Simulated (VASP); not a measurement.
Input of a VASP 6.6.1 run:

INCAR

```
SYSTEM = MgO
ALGO = Normal ; EDIFF = 1E-6
ENCUT = 520 ; GGA = PS
ISIF = 2 ; ISMEAR = 0
LASPH = .True. ; LCHARG = .False.
LREAL = .False. ; LWAVE = .False.
NBANDS = 16 ; NELM = 80
PREC = Accurate ; SIGMA = 0.05
```

The input KPOINTS:

```
k-points
0
Gamma
  9 9 6
  0 0 0
```

The input POSCAR:

```
MgO
1.0
    3.1878000000      0.0000000000      0.0000000000
   -1.5939000000      2.7607157822      0.0000000000
    0.0000000000      0.0000000000      4.8186000000
Mg O
2 2
Direct
    0.3333333333      0.6666666667      0.0036583380
    0.6666666667      0.3333333333      0.5036583380
    0.3333333333      0.6666666667      0.4009416620
    0.6666666667      0.3333333333      0.9009416620
```

Potentials or basis: VASP PAW PBE potentials, release 64 (Mg, O).

Launch:

```bash
$ cat potpaw_PBE.64/Mg/POTCAR potpaw_PBE.64/O/POTCAR > POTCAR
$ mpirun -np 1 vasp_std > vasp.out
```

**Question.** Estimate the band gap on the k mesh.

**Answer.** 3.98 eV, direct.

**Question.** Estimate the largest force.

**Answer.** 0.193 eV/Å.

Forces in eV/Å, atoms in the order of the input:
```
Mg   0.000  0.000 -0.193
Mg   0.000  0.000 -0.193
O    0.000  0.000  0.193
O    0.000  0.000  0.193
```

Caveat: the PAW data sets were made with another functional, which shifts forces and pressure a little. A hybrid or GW would open this gap; PBEsol tends to underestimate it.
